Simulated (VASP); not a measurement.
Here is a VASP 6.6.1 calculation.

File INCAR:

```
PREC = Accurate
ENCUT = 520
EDIFF = 1E-7
ISMEAR = 0
SIGMA = 0.02
LREAL = F
LASPH = T
NELM = 60
ALGO = Normal
ISIF = 2
LWAVE = F
LCHARG = F
GGA = CA
NBANDS = 16
```

KPOINTS

```
regular mesh
0
Gamma
  10 10 10
```

File POSCAR:

```
GaN
1.0
    0.0000000000      2.2742265177      2.2742265177
    2.2742265177      0.0000000000      2.2742265177
    2.2742265177      2.2742265177      0.0000000000
Ga N
1 1
Direct
    0.0000000000      0.0000000000      0.0000000000
    0.7500000000      0.7500000000      0.7500000000
```

Potentials or basis: VASP PAW LDA potentials, release 64 (Ga_d, N).

Command:

```bash
$ cat potpaw_LDA.64/Ga_d/POTCAR potpaw_LDA.64/N/POTCAR > POTCAR
$ mpirun -np 1 vasp_std > vasp.out
```

(1) What does it give for the band gap on the k mesh?

(2) Predict the pressure.

Results:

(1) 1.57 eV, direct.

(2) -10.1 GPa.
